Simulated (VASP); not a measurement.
Set up this calculation in VASP 6.6.1, as the native input.

| Item | Value |
| --- | --- |
| Task | relaxation of cell and atoms |
| Functional | PBE |
| Potentials or basis | VASP PAW PBE potentials, release 64 (Sn_d, S) |
| Cutoff | 600 eV |
| k mesh | 10 × 10 × 10 |
| Occupations | gaussian, width 0.1 eV |
| Spin | no spin polarisation |
| Dipole correction | no |
| Further INCAR settings | ALGO = Normal; EDIFF = 1e-06; IBRION = 2; EDIFFG = -0.01; NSW = 100; ISIF = 3 |

The structure of Sn3S lies in POSCAR:

```
Sn3S
1.0
    4.6787684407      0.0000000000      0.0000000000
    0.0000000000      4.6787684407      0.0000000000
    0.0000000000      0.0000000000      4.6787684407
Sn S
3 1
Direct
    0.0000000000      0.5000000000      0.5000000000
    0.5000000000      0.0000000000      0.5000000000
    0.5000000000      0.5000000000      0.0000000000
    0.0000000000      0.0000000000      0.0000000000
```

One way to write it, as run:

INCAR

```
PREC = Accurate ; ENCUT = 600
EDIFF = 1E-6 ; ISMEAR = 0
SIGMA = 0.1 ; LREAL = F
LASPH = T ; NELM = 60
ALGO = Normal ; ISIF = 3
LWAVE = F ; LCHARG = F
GGA = PE ; IBRION = 2
NSW = 100 ; EDIFFG = -0.01
```

KPOINTS

```
Automatic mesh
0
Gamma
  10 10 10
```

Potentials or basis: VASP PAW PBE potentials, release 64 (Sn_d, S).

The run is started by

```bash
$ cat potpaw_PBE.64/Sn_d/POTCAR potpaw_PBE.64/S/POTCAR > POTCAR
$ mpirun -np 1 vasp_std > vasp.out
```

Results of the run:

| Property | Result |
| --- | --- |
| Pressure after relaxing | 0.0 GPa |
| Band gap on the k mesh | zero (bands 24 and 25 overlap by 2.02 eV) |

Caveat: the relaxation stopped at its first step, so nothing moved; spin-orbit coupling is left out, which moves the levels of the heavy elements.

Wall time 54 s on 1 thread of Intel(R) Xeon(R) 6975P-C (Granite Rapids) (shared host), peak memory 0.34 GiB.
